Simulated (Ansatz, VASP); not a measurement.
## One calculation of MgO, two programs

```
CELL_PARAMETERS angstrom
0.00000 2.11000 2.11000
2.11000 0.00000 2.11000
2.11000 2.11000 0.00000
ATOMIC_POSITIONS crystal
Mg 0.00000 0.00000 0.00000
O 0.50000 0.50000 0.50000
```

Alike in both runs: task relaxation of cell and atoms; functional PBE; dispersion D3(BJ); k mesh 10 × 10 × 10; occupations gaussian, width 0.02 eV; no spin polarisation.

|  | VASP | Ansatz |
| --- | --- | --- |
| version | VASP 6.6.1 | Ansatz 0.2.0 |
| potentials or method | VASP PAW PBE potentials, release 64 (Mg, O), cutoff 600 eV | scalar-relativistic, plane waves, PAW |
| valence electrons in the cell | 8 | 16 |

|  | VASP | Ansatz | Ansatz less VASP |
| --- | --- | --- | --- |
| gap on the k mesh at the Fermi level, each at its own relaxed structure (eV) | 4.82 | 4.77 | -0.047 |
| relaxed volume (Å³/atom) | 9.25 | 9.32 | +0.062 |
| relaxed cell length with the largest relative difference (Å) | 2.969 | 2.976 | +0.0066 |

VASP's potentials hold 8 valence electrons a cell and Ansatz's 16, so a difference there can come from the potentials and not from the codes.
